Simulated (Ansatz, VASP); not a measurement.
## MgO in VASP and in Ansatz

Contents of INCAR:

```
SYSTEM = MgO
PREC     = Accurate       ! precision mode
ENCUT    = 520            ! plane-wave cutoff, eV
EDIFF    = 1E-6           ! SCF threshold, eV
ISMEAR   = 0              ! smearing method
SIGMA    = 0.05           ! smearing width, eV
LREAL    = .False.        ! projectors in reciprocal space
LASPH    = .True.         ! aspherical terms in the spheres
NELM     = 100            ! most SCF steps
ALGO     = Normal         ! electronic algorithm
ISIF     = 2              ! what is computed and relaxed
LWAVE    = .False.        ! write WAVECAR
LCHARG   = .False.        ! write CHGCAR
GGA      = PS             ! functional
NBANDS   = 11             ! bands
```

Contents of KPOINTS:

```
Automatic mesh
0
Gamma
  10 10 10
  0 0 0
```

File POSCAR:

```
MgO
1.0
    0.0000000000      2.0723991115      2.0723991115
    2.0723991115      0.0000000000      2.0723991115
    2.0723991115      2.0723991115      0.0000000000
Mg O
1 1
Direct
    0.0063090101      0.0063090101     -0.0063090101
    0.4904156203      0.4904156203      0.5095843797
```

Input for Ansatz:

```yaml
crystal:
  lattice:
    - [0.0, 2.0723991115, 2.0723991115]
    - [2.0723991115, 0.0, 2.0723991115]
    - [2.0723991115, 2.0723991115, 0.0]
  atoms:
    - { symbol: Mg, position: [0.0063090101, 0.0063090101, -0.0063090101] }
    - { symbol: O, position: [0.4904156203, 0.4904156203, 0.5095843797] }
basis:
  ecutwfc: 520.0
kpoints:
  mp_grid: { grid: [10, 10, 10] }
hamiltonian:
  xc: pbesol
  pseudopotentials: { kind: paw, azcp: { folder: soft_1 } }
scf:
  occupations: { method: gaussian, width: 0.05 }
output:
  forces: true
  stress: true
  eigenvalues: true
```

Change from the starting cell: mode 6 frozen in at -0.040 Å, equal normal strain along x, y and z -0.0167.

Alike in both runs: task single point; functional PBEsol; k mesh 10 × 10 × 10; occupations gaussian, width 0.05 eV; no spin polarisation.

|  | VASP | Ansatz |
| --- | --- | --- |
| version | VASP 6.6.1 | Ansatz 0.2.0 |
| potentials or method | VASP PAW PBE potentials, release 64 (Mg, O), cutoff 520 eV | scalar-relativistic, plane waves, PAW |
| valence electrons in the cell | 8 | 16 |

Ansatz gave:

| Quantity | Value |
| --- | --- |
| gap on the k mesh at the Fermi level (eV) | 5.12 |
| least direct gap on the mesh (eV) | 5.12 |
| pressure (GPa) | 9.3 |
| traceless stress, the component that is largest in VASP (GPa) | 1.25 |
| rms of the force components (eV/Å) | 0.262 |

Question: What did VASP give for the same quantities?

Answer: gap on the k mesh at the Fermi level (eV): 5.11; least direct gap on the mesh (eV): 5.11; pressure (GPa): 8.8; traceless stress, the component that is largest in VASP (GPa): 1.28; rms of the force components (eV/Å): 0.265.

VASP's potentials were made for PBE, not for PBEsol, and Ansatz warns of the same on its side. Atom by atom the forces differ by 0.004 eV/Å (rms over components). The functional is the same, so the differences come from potentials, cutoffs and numerics. VASP's potentials hold 8 valence electrons a cell and Ansatz's 16, so a difference there can come from the potentials and not from the codes.
